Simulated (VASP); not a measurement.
Here is a VASP 6.6.1 calculation.

INCAR

```
ALGO = Normal ; EDIFF = 1E-6
ENCUT = 520 ; GGA = PE
ISIF = 2 ; ISMEAR = 0
LASPH = T ; LCHARG = T
LELF = T ; LREAL = F
LVHAR = T ; LWAVE = F
NBANDS = 20 ; NELM = 80
PREC = Accurate ; SIGMA = 0.1
```

The input KPOINTS:

```
k-points
0
Gamma
  6 6 6
```

The input POSCAR:

```
Cu2H3
1.0
    4.0760260751      0.0000000000      0.0000000000
   -2.0380130375      3.5299421275      0.0000000000
    0.0000000000      0.0000000000      3.1839679426
Cu H
2 3
Direct
    0.3333333333      0.6666666667      0.5000000000
    0.6666666667      0.3333333333      0.5000000000
    0.3333333333      0.6666666667      0.0000000000
    0.6666666667      0.3333333333      0.0000000000
    0.0000000000      0.0000000000      0.5000000000
```

Potentials or basis: VASP PAW PBE potentials, release 64 (Cu, H).

The run is started by

```console
$ cat potpaw_PBE.64/Cu/POTCAR potpaw_PBE.64/H/POTCAR > POTCAR
$ mpirun -np 1 vasp_std > vasp.out
```

**Question.** Estimate the pressure.

**Answer.** 0.1 GPa.

**Question.** Predict the band gap on the k mesh.

**Answer.** Zero (an odd number of electrons rules out a gap without spin polarisation).

Stress tensor (GPa, compression positive):
```
0.03 0.00 0.00
0.00 0.03 0.00
0.00 0.00 0.19
```
